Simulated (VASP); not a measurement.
# GaAs: single point with LDA

Crystal: GaAs.

```
Ga As
1.0
     0.00000    2.80169    2.80169
     2.80169    0.00000    2.80169
     2.80169    2.80169    0.00000
Ga As
1 1
Direct
  0.00000 0.00000 0.00000
  0.75000 0.75000 0.75000
```

- Program: VASP 6.6.1
- Task: single point
- Functional: LDA
- Potentials or basis: VASP PAW LDA potentials, release 64 (Ga_d, As)
- Cutoff: 520 eV
- k mesh: 12 × 12 × 12
- Occupations: gaussian, width 0.1 eV
- Spin: no spin polarisation

```json
{"Pressure": "0.3 GPa", "Band gap on the k mesh": "0.54 eV"}
```

Levels at points of the mesh, in eV from the valence-band top:
```
           k point  band 5  band 6  band 7  band 8  band 9  band 10  band 11  band 12  band 13  band 14
(0.00, 0.00, 0.00)  -14.89  -12.96    0.00    0.00    0.00     0.54     3.68     3.68     3.68     7.43
(0.50, 0.00, 0.00)  -14.89  -11.11   -6.84   -1.19   -1.19     0.94     4.59     4.59     7.59    10.41
(0.50, 0.50, 0.00)  -14.88  -10.34   -7.00   -2.79   -2.79     1.29     1.54    10.26    10.26    11.04
```

Wall time 73 s on 1 thread of Intel Xeon 8259CL, on a shared host, peak memory 0.19 GiB.

A k mesh can miss the band edges.
